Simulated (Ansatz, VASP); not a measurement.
**Br in VASP and in Ansatz**

INCAR

```
ALGO     = Normal         # electronic algorithm
EDIFF    = 1E-6           # SCF threshold, eV
ENCUT    = 500            # plane-wave cutoff, eV
GGA      = PE             # functional
GGA_COMPAT= False        
ISIF     = 2              # what is computed and relaxed
ISMEAR   = 0              # smearing method
LASPH    = True           # aspherical terms in the spheres
LCHARG   = False          # write CHGCAR
LREAL    = False          # projectors in reciprocal space
LWAVE    = False          # write WAVECAR
NBANDS   = 10             # bands
NELM     = 120            # most SCF steps
PREC     = Accurate       # precision mode
SIGMA    = 0.1            # smearing width, eV
```

KPOINTS

```
k-points
0
Gamma
  4 4 4
```

The input POSCAR:

```
Br
1.0
   -1.2867684050      1.7199972000      3.5779911600
    1.2867684050     -1.7199972000      3.5779911600
    1.2867684050      1.7199972000     -3.5779911600
Br
1
Direct
    0.5980000000      0.7910000000      0.6770000000
```

Input for Ansatz:

```yaml
crystal:
  lattice:
    - [-1.286768405, 1.7199972, 3.57799116]
    - [1.286768405, -1.7199972, 3.57799116]
    - [1.286768405, 1.7199972, -3.57799116]
  atoms:
    - { symbol: Br, position: [0.598, 0.791, 0.677] }
basis: {}
kpoints:
  mp_grid: { grid: [4, 4, 4] }
hamiltonian:
  xc: pbe
scf:
  occupations: { method: gaussian, width: 0.1 }
  convergence: { dr2_threshold: "1e-5 eV" }
  max_iter: 92
output:
  forces: true
  stress: true
  eigenvalues: true
  optics: { e_range: [0, 10], sigma: 0.2 }
```

Alike in both runs: task single point; functional PBE; k mesh 4 × 4 × 4; occupations gaussian, width 0.1 eV; no spin polarisation.

```csv
,VASP,Ansatz
version,VASP 6.6.1,Ansatz 0.2.0
potentials or method,"VASP PAW PBE potentials, release 64 (Br)","scalar-relativistic, plane waves, PAW"
plane-wave cutoff (eV),500,420
valence electrons in the cell,7,7
```

VASP gave:

* gap on the k mesh at the Fermi level (eV): none
* pressure (GPa): 3.4
* traceless stress, the component that is largest in VASP (GPa): 8.32

**Question.** What did Ansatz give for the same quantities?

**Answer.** gap on the k mesh at the Fermi level (eV): none; pressure (GPa): 3.4; traceless stress, the component that is largest in VASP (GPa): 8.31.

A gap of «none» marks a metal or a gap that the smearing closes. With one functional, cell and mesh, what is left measures potentials, basis and numerics. Ansatz's warnings: force scf threshold loose, optics on partly filled bands, settled levels scf threshold loose, stress scf threshold loose.

The k mesh is coarse, so the values compare programs but aren't converged.
